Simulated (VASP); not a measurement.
# Te2Pt (d.A) in VASP: single point with revPBE+D3(BJ)

Aim: the single point of Te2Pt (d.A) with revPBE+D3(BJ).

Everything below comes from runs of VASP 6.6.1. Logs are shortened: lines on timing, memory, paths and dates and some standing lists are left out, and cuts for length are marked.

**1. The cell of the first run**

The cell holds a sheet with vacuum, 3 atoms: a = 3.954 Å, b = 3.954 Å, c = 29.360 Å, α = 90.00°, β = 90.00°, γ = 120.00°.

**2. Single point, revPBE+D3(BJ)**

INCAR

```
SYSTEM = Te2Pt
PREC = Accurate ; ENCUT = 400
EDIFF = 1E-6 ; ISMEAR = 0
SIGMA = 0.03 ; LREAL = .False.
LASPH = .True. ; NELM = 120
ALGO = Normal ; ISIF = 2
LWAVE = .False. ; LCHARG = .False.
LDIPOL = .True. ; IDIPOL = 3
DIPOL = 0.5 0.5 0.286 ; GGA = RE
IVDW = 12 ; NBANDS = 18
GGA_COMPAT = .False. ; NELMDL = -8
```

KPOINTS

```
Automatic mesh
0
Gamma
  12 12 1
  0 0 0
```

POSCAR

```
Te2Pt
1.0
    3.9536138706      0.0000000000      0.0000000000
   -1.9768069353      3.4239300487      0.0000000000
    0.0000000000      0.0000000000     29.3600000020
Te Pt
2 1
Direct
    0.3333333333      0.6666666667      0.2372814301
    0.6666666667      0.3333333333      0.3342444554
    0.0000000000      0.0000000000      0.2857629428
```

Potentials or basis: VASP PAW PBE potentials, release 64 (Te, Pt).

The run is started by

```bash
cat potpaw_PBE.64/Te/POTCAR potpaw_PBE.64/Pt/POTCAR > POTCAR
mpirun -np 1 vasp_std > vasp.out
```

OUTCAR:

```text
SYSTEM = Te2Pt
   PREC = Accurate
   ENCUT = 400
   EDIFF = 1E-6
   ISMEAR = 0
   LREAL = .False.
   LASPH = .True.
   NELM = 120
   ISIF = 2
   GGA = RE
   IVDW = 12
   NELMDL = -8
 IVDW          = 12

 ion  position               nearest neighbor table
   1  0.333  0.667  0.237-   3 2.69   3 2.69   3 2.69   2 3.65   2 3.65   2 3.65
   2  0.667  0.333  0.334-   3 2.69   3 2.69   3 2.69   1 3.65   1 3.65   1 3.65
   3  0.000  0.000  0.286-   2 2.69   2 2.69   2 2.69   1 2.69   1 2.69   1 2.69

  LATTYP: Found a hexagonal cell.
 ALAT       =     3.9536138706
 C/A-ratio  =     7.4261172089

  Lattice vectors:

 A1 = (   3.9536138706,   0.0000000000,   0.0000000000)
 A2 = (  -1.9768069353,   3.4239300487,   0.0000000000)
 A3 = (   0.0000000000,   0.0000000000,  29.3600000020)

Analysis of symmetry for initial positions (statically):
=====================================================================
 Subroutine PRICEL returns:
 Original cell was already a primitive cell.

 Routine SETGRP: Setting up the symmetry group for a
 hexagonal supercell.

 Subroutine GETGRP returns: Found 12 space group operations
 (whereof  6 operations were pure point group operations)
 out of a pool of 24 trial point group operations.

The static configuration has the point symmetry C_3v.
 The point group associated with its full space group is D_3d.

Analysis of symmetry for dynamics (positions and initial velocities):
=====================================================================
 Subroutine PRICEL returns:
 Original cell was already a primitive cell.

 Routine SETGRP: Setting up the symmetry group for a
 hexagonal supercell.

 Subroutine GETGRP returns: Found 12 space group operations
 (whereof  6 operations were pure point group operations)
 out of a pool of 24 trial point group operations.

The dynamic configuration has the point symmetry C_3v.
 The point group associated with its full space group is D_3d.

 Subroutine INISYM returns: Found 12 space group operations
 (whereof  6 operations are pure point group operations),
 and found     1 'primitive' translations

----------------------------------------------------------------------------------------

                                     Primitive cell

  volume of cell :     397.4433

  direct lattice vectors                    reciprocal lattice vectors
     3.953613871  0.000000000  0.000000000     0.252933147  0.146031021  0.000000000
    -1.976806935  3.423930049  0.000000000     0.000000000  0.292062042  0.000000000
     0.000000000  0.000000000 29.360000002     0.000000000  0.000000000  0.034059946

  length of vectors
     3.953613871  3.953613871 29.360000002     0.292062042  0.292062042  0.034059946

  position of ions in fractional coordinates (direct lattice)
     0.333333333  0.666666667  0.237281430
     0.666666667  0.333333333  0.334244455
     0.000000000  0.000000000  0.285762943

  ion indices of the primitive-cell ions
   primitive index   ion index
                 1           1
                 2           2
                 3           3

----------------------------------------------------------------------------------------

 KPOINTS: Automatic mesh

Automatic generation of k-mesh.
 Grid dimensions read from file:
 generate k-points for:   12   12    1

 Generating k-lattice:

  Cartesian coordinates                     Fractional coordinates (reciprocal lattice)
     0.021077762  0.012169252  0.000000000     0.083333333  0.000000000  0.000000000
     0.000000000  0.024338503  0.000000000     0.000000000  0.083333333  0.000000000
     0.000000000  0.000000000  0.034059946     0.000000000  0.000000000  1.000000000

  Length of vectors
     0.024338503  0.024338503  0.034059946

  Shift w.r.t. Gamma in fractional coordinates (k-lattice)
     0.000000000  0.000000000  0.000000000

 Subroutine IBZKPT returns following result:
 ===========================================

 Found     19 irreducible k-points:

 Following reciprocal coordinates:
            Coordinates               Weight
  0.000000  0.000000  0.000000      1.000000
  0.083333  0.000000  0.000000      6.000000
  0.166667  0.000000  0.000000      6.000000
  0.250000  0.000000  0.000000      6.000000
  0.333333 -0.000000  0.000000      6.000000
  0.416667  0.000000  0.000000      6.000000
[... 11 lines left out ...]
  0.333333  0.250000  0.000000     12.000000
  0.333333  0.333333  0.000000      2.000000
   k-points           NKPTS =     19   k-points in BZ     NKDIM =     19   number of bands    NBANDS=     18
   number of dos      NEDOS =    301   number of ions     NIONS =      3
   total plane-waves  NPLWV = 150528
   dimension x,y,z NGX =    28 NGY =   28 NGZ =  192
   dimension x,y,z NGXF=    56 NGYF=   56 NGZF=  384
   ions per type =               2   1
   NGX,Y,Z   is equivalent  to a cutoff of  11.77, 11.77, 10.87 a.u.
   NGXF,Y,Z  is equivalent  to a cutoff of  23.55, 23.55, 21.74 a.u.
 SYSTEM =  Te2Pt
   PREC   = accura    normal or accurate (medium, high low for compatibility)
   ISTART =      0    job   : 0-new  1-cont  2-samecut
   ICHARG =      2    charge: 1-file 2-atom 10-const
   ISPIN  =      1    spin polarized calculation?
   LNONCOLLINEAR =      F non collinear calculations
   LSORBIT =      F    spin-orbit coupling
   LASPH  =      T    aspherical Exc in radial PAW
   ENCUT  =  400.0 eV  29.40 Ry    5.42 a.u.   6.45  6.45 47.88*2*pi/ulx,y,z
   NELM   =    120;   NELMIN=  2; NELMDL= -8     # of ELM steps
   EDIFF  = 0.1E-05   stopping-criterion for ELM
   LREAL  =      F    real-space projection
   EDIFFG = 0.1E-04   stopping-criterion for IOM
   NSW    =      0    number of steps for IOM
   IBRION =     -1    ionic relax: 0-MD 1-quasi-New 2-CG
   NFREE  =      0    steps in history (QN), initial steepest desc. (CG)
   ISIF   =      2    stress and relaxation
   ISYM   =      2    0-nonsym 1-usesym 2-fastsym
   POTIM  = 0.5000    time-step for ionic-motion
   TEBEG  =    0.0;   TEEND  =   0.0 temperature during run
   PSTRESS=    0.0 pullay stress
   NELECT =      22.0000    total number of electrons
   NUPDOWN=      -1.0000    fix difference up-down
   EMIN   =  10.00;   EMAX   =-10.00  energy-range for DOS
   EFERMI =   0.00;   METHOD = LEGACY
   ISMEAR =     0;   SIGMA  =   0.03  broadening in eV -4-tet -1-fermi 0-gaus
   EFERMI_NEDOS =   21; number of points for ismear=-14 and -15
   IALGO  =     38    algorithm
   IMIX   =      4    mixing-type and parameters
     AMIX     =   0.40;   BMIX     =  1.00
     AMIX_MAG =   1.60;   BMIX_MAG =  1.00
  volume/ion in A,a.u.               =     132.48       894.03
  Fermi-wavevector in a.u.,A,eV,Ry     =   0.623913  1.179025  5.296304  0.389267
  Thomas-Fermi vector in A             =   1.684286
   LORBIT       =      0    0 simple, 1 ext, 2 COOP (PROOUT), +10 PAW based schemes
   GGA     = RE    functional components
   LHFCALC =     F    Hartree Fock is set to
   AEXX    =    0.0000 exact exchange contribution
   IVDW    =    12    specifies the selected vdW correction
   LEPSILON=     F    determine dielectric tensor
   LRPA    =     F    only Hartree local field effects (RPA)
 non-spin polarized calculation
 Gauss-broadening in eV      SIGMA  =   0.03
  energy-cutoff  :      400.00
  volume of cell :      397.44
 maximum number of plane-waves:      7275
 NGX is ok and might be reduce to    28
   NGX = 13   NGY = 13   NGZ = 95

 dipolmoment           0.000000      0.000000     -0.000000 electrons x Angstroem

 number of electron      21.9999998 magnetization

 dipolmoment           0.000000      0.000000      0.000006 electrons x Angstroem

 Free energy of the ion-electron system (eV)
  ---------------------------------------------------
  ext. energy  EPLUGINS =         0.00000000
  ---------------------------------------------------
  free energy    TOTEN  =       -12.42532786 eV

  energy without entropy =      -12.42532786  energy(sigma->0) =      -12.42532786

 E-fermi :  -1.9729     XC(G=0):  -2.4511

 val. band max:       -2.1362413984   @ k =   0.0000   0.0000   0.0000
 cond. band min:      -1.5290599309   @ k =   0.2500   0.2500   0.0000
 fundamental gap:      0.6071814675
 Fermi energy:        -1.9729396302

 k-point     1 :       0.0000    0.0000    0.0000
  band No.  band energies     occupation
      1     -15.1304      2.00000
      2     -13.2147      2.00000
      3      -7.4599      2.00000
      4      -7.3024      2.00000
      5      -7.3024      2.00000
      6      -5.6213      2.00000
[... 10 lines left out ...]
     17       2.3947      0.00000
     18       2.8429      0.00000

 k-point     2 :       0.0833    0.0000    0.0000
  band No.  band energies     occupation
      1     -15.0529      2.00000
      2     -13.2070      2.00000
      3      -7.3930      2.00000
      4      -7.3285      2.00000
      5      -7.2663      2.00000
      6      -5.6862      2.00000
[... 10 lines left out ...]
     17       2.6323      0.00000
     18       2.9671      0.00000

 k-point     3 :       0.1667    0.0000    0.0000
  band No.  band energies     occupation
      1     -14.8274      2.00000
      2     -13.1881      2.00000
      3      -7.3880      2.00000
      4      -7.1904      2.00000
      5      -7.1713      2.00000
      6      -5.9332      2.00000
[... 10 lines left out ...]
     17       2.7840      0.00000
     18       3.0899      0.00000

 k-point     4 :       0.2500    0.0000    0.0000
  band No.  band energies     occupation
      1     -14.4780      2.00000
      2     -13.1691      2.00000
      3      -7.4290      2.00000
      4      -7.0601      2.00000
      5      -6.9436      2.00000
      6      -6.4039      2.00000
[... 10 lines left out ...]
     17       3.2314      0.00000
     18       3.5012      0.00000

 k-point     5 :       0.3333   -0.0000    0.0000
  band No.  band energies     occupation
      1     -14.0554      2.00000
      2     -13.1659      2.00000
      3      -7.6963      2.00000
      4      -6.9905      2.00000
      5      -6.9710      2.00000
      6      -6.3935      2.00000
[... 10 lines left out ...]
     17       3.5682      0.00000
     18       3.8726      0.00000

 k-point     6 :       0.4167    0.0000    0.0000
  band No.  band energies     occupation
      1     -13.6502      2.00000
      2     -13.2015      2.00000
      3      -8.2423      2.00000
      4      -6.9751      2.00000
      5      -6.7577      2.00000
      6      -6.2018      2.00000
[... 10 lines left out ...]
     17       3.9593      0.00000
     18       4.6263      0.00000

 k-point     7 :       0.5000    0.0000    0.0000
  band No.  band energies     occupation
      1     -13.4190      2.00000
      2     -13.2790      2.00000
      3      -8.4845      2.00000
      4      -6.9768      2.00000
      5      -6.4601      2.00000
      6      -6.3119      2.00000
[... 10 lines left out ...]
     17       4.1803      0.00000
     18       4.9025      0.00000

 k-point     8 :       0.0833    0.0833    0.0000
  band No.  band energies     occupation
      1     -14.9013      2.00000
      2     -13.1937      2.00000
      3      -7.3651      2.00000
      4      -7.2668      2.00000
      5      -7.1984      2.00000
      6      -5.7866      2.00000
[... 10 lines left out ...]
     17       2.9749      0.00000
     18       3.1201      0.00000
[... 124 lines left out ...]
     17       4.1175      0.00000
     18       4.1879      0.00000

 k-point    15 :       0.3333    0.1667    0.0000
  band No.  band energies     occupation
      1     -13.5270      2.00000
      2     -13.1827      2.00000
      3      -8.0487      2.00000
      4      -7.1765      2.00000
      5      -6.6585      2.00000
      6      -6.1297      2.00000
[... 10 lines left out ...]
     17       4.5904      0.00000
     18       4.7053      0.00000

 k-point    16 :       0.4167    0.1667    0.0000
  band No.  band energies     occupation
      1     -13.3141      2.00000
      2     -13.2555      2.00000
      3      -8.2586      2.00000
      4      -7.1687      2.00000
      5      -6.5590      2.00000
      6      -6.0860      2.00000
[... 10 lines left out ...]
     17       4.5846      0.00000
     18       4.6213      0.00000

 k-point    17 :       0.2500    0.2500    0.0000
  band No.  band energies     occupation
      1     -13.5512      2.00000
      2     -13.1625      2.00000
      3      -7.7999      2.00000
      4      -7.2305      2.00000
      5      -6.8351      2.00000
      6      -6.1690      2.00000
[... 10 lines left out ...]
     17       4.7831      0.00000
     18       4.8183      0.00000

 k-point    18 :       0.3333    0.2500    0.0000
  band No.  band energies     occupation
      1     -13.3010      2.00000
      2     -13.1916      2.00000
      3      -7.9884      2.00000
      4      -7.2430      2.00000
      5      -6.9670      2.00000
      6      -6.0264      2.00000
[... 10 lines left out ...]
     17       4.9393      0.00000
     18       5.2845      0.00000

 k-point    19 :       0.3333    0.3333    0.0000
  band No.  band energies     occupation
      1     -13.2039      2.00000
      2     -13.2039      2.00000
      3      -7.8614      2.00000
      4      -7.2697      2.00000
      5      -7.2697      2.00000
      6      -5.9582      2.00000
[... 10 lines left out ...]
     17       4.9949      0.00000
     18       5.4348      0.00000

------------------------ aborting loop because EDIFF is reached ----------------------------------------

 vacuum level on the upper side and lower side of the slab       (xc-potential included)        -0.008        -0.008

 Edisp (eV)   -2.03526

 E8    (eV) :    -1.5052

  FORCE on cell =-STRESS in cart. coord.  units (eV):
  Direction    XX          YY          ZZ          XY          YZ          ZX
  --------------------------------------------------------------------------------------
  -------------------------------------------------------------------------------------
  Total      -0.12731    -0.12731    -0.09259     0.00000     0.00000     0.00000
  in kB      -0.51322    -0.51322    -0.37325     0.00000     0.00000     0.00000
  external pressure =       -0.47 kB  Pullay stress =        0.00 kB

 VOLUME and BASIS-vectors are now :
 -----------------------------------------------------------------------------
  energy-cutoff  :      400.00
  volume of cell :      397.44
      direct lattice vectors                 reciprocal lattice vectors
     3.953613871  0.000000000  0.000000000     0.252933147  0.146031021  0.000000000
    -1.976806935  3.423930049  0.000000000     0.000000000  0.292062042  0.000000000
     0.000000000  0.000000000 29.360000002     0.000000000  0.000000000  0.034059946

 POSITION                                       TOTAL-FORCE (eV/Angst)
 -----------------------------------------------------------------------------------
     -0.00000      2.28262      6.96658         0.000000      0.000000      0.024769
      1.97681      1.14131      9.81342        -0.000000      0.000000     -0.024769
      0.00000      0.00000      8.39000        -0.000000      0.000000     -0.000000
 -----------------------------------------------------------------------------------
    total drift:                                0.000000     -0.000000      0.000071

  FREE ENERGIE OF THE ION-ELECTRON SYSTEM (eV)
  ---------------------------------------------------
  free  energy   TOTEN  =       -14.4605846805 eV

  energy  without entropy=      -14.4605846805  energy(sigma->0) =      -14.46058468

 vacuum level on the upper side and lower side of the slab         2.377         2.377
```

Wall time 4 min (1 thread of AMD EPYC 7R43 (Zen 3), shared host); peak memory 0.37 GiB.

Results:

```yaml
Free_energy: -14.4606 eV
Largest_force: 0.025 eV/Å
Band_gap_on_the_k_mesh: 0.61 eV, indirect (least direct gap 1.22 eV)
Dispersion_energy_per_atom: -0.678 eV
```

Forces in eV/Å, atoms in the order of the input:
```
Te   0.000  0.000  0.025
Te   0.000  0.000 -0.025
Pt   0.000  0.000  0.000
```

Levels at points of the mesh, in eV from the valence-band top:
| k point | band 7 | band 8 | band 9 | band 10 | band 11 | band 12 | band 13 | band 14 | band 15 | band 16 |
| --- | --- | --- | --- | --- | --- | --- | --- | --- | --- | --- |
| (0.00, 0.00, 0.00) | -3.49 | -2.13 | -0.87 | 0.00 | 0.00 | 2.33 | 2.33 | 3.68 | 3.96 | 4.43 |
| (0.50, 0.00, 0.00) | -3.08 | -3.02 | -2.73 | -2.06 | -1.85 | 1.58 | 1.99 | 3.12 | 4.93 | 5.81 |

Caveat: the PAW data sets were made with another functional, which shifts forces and pressure a little; spin-orbit coupling is left out, which moves the levels of the heavy elements.
